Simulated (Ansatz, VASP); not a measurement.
Al3InAs4: VASP beside Ansatz

```
Al In As
1.0
     5.71636    0.00000    0.00000
     0.00000    5.71636    0.00000
     0.00000    0.00000    5.71636
Al In As
3 1 4
Cartesian
  2.8582 0.0000 0.0000
  0.0000 0.0000 2.8582
  0.0000 2.8582 0.0000
  2.8582 2.8582 2.8582
  4.3497 1.3667 4.3497
  4.3497 4.3497 1.3667
  1.3667 1.3667 1.3667
  1.3667 4.3497 4.3497
```

Alike in both runs: task relaxation of the atoms; functional PBE; k mesh 6 × 6 × 6; occupations gaussian, width 0.02 eV; no spin polarisation.

|  | VASP | Ansatz |
| --- | --- | --- |
| version | VASP 6.6.1 | Ansatz 0.2.0 |
| potentials or method | VASP PAW PBE potentials, release 64 (Al, In_d, As), cutoff 520 eV | scalar-relativistic, plane waves, PAW |
| valence electrons in the cell | 42 | 82 |

```tsv
	VASP	Ansatz	Ansatz less VASP
gap on the k mesh at the Fermi level, each at its own relaxed structure (eV)	1.57	1.57	+0.007
```

VASP's potentials hold 42 valence electrons a cell and Ansatz's 82, so a difference there can come from the potentials and not from the codes. Ansatz's warnings: stress scf threshold loose.
